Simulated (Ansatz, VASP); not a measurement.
**ZnAu in VASP and in Ansatz**

```
Zn Au
1.0
     3.14700    0.00000    0.00000
     0.00000    3.14700    0.00000
     0.00000    0.00000    3.14700
Zn Au
1 1
Direct
  0.50000 0.50000 0.50000
  0.00000 0.00000 0.00000
```

Change from the starting cell: shortest bond scaled by 1, crystal datasets.

Alike in both runs: task electric field gradients; functional PBEsol; k mesh 10 × 10 × 10; occupations fermi-dirac, width 0.05 eV; no spin polarisation.

|  | VASP | Ansatz |
| --- | --- | --- |
| version | VASP 6.6.1 | Ansatz 0.2.0 |
| potentials or method | VASP PAW PBE potentials, release 64 (Zn, Au), cutoff 520 eV | all-electron PAW with datasets made for the crystal, scalar-relativistic |

```csv
,VASP,Ansatz,Ansatz less VASP
pressure (GPa),-2.4,-2.5,-0.16
```

VASP's potentials were made for PBE, not for PBEsol. Ansatz ran all-electron here, and VASP with PAW potentials.

Spin-orbit coupling is off throughout.
